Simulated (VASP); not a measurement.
Crystal: Si.

```xyz
6
Lattice="-3.3361 3.3361 3.3361 3.3361 -3.3361 3.3361 3.3361 3.3361 -3.3361" Properties=species:S:1:pos:R:3 pbc="T T T"
Si    0.0000    3.3361    1.6680
Si    0.0000    1.6680    3.3361
Si    1.6680    3.3361    0.0000
Si    3.3361    1.6680    0.0000
Si    3.3361    0.0000    1.6680
Si    1.6680    0.0000    3.3361
```

Base run:

- Program: VASP 6.6.1
- Functional: PBE
- Potentials or basis: VASP PAW PBE potentials, release 64 (Si)
- Cutoff: 520 eV
- k mesh: 4 × 4 × 4
- Occupations: fermi-dirac, width 0.1 eV
- Spin: no spin polarisation

Its results: band gap on the k mesh 0.15 eV, indirect (least direct gap 0.36 eV); pressure 1.8 GPa.

Task: The run is repeated on the same cell with these changes: k mesh from 4 × 4 × 4 to 2 × 2 × 2. What comes out?

Result: Band gap on the k mesh 0.35 eV, direct; pressure 2.2 GPa.

Caveats: some runs use coarse meshes.

A k mesh can miss the band edges.
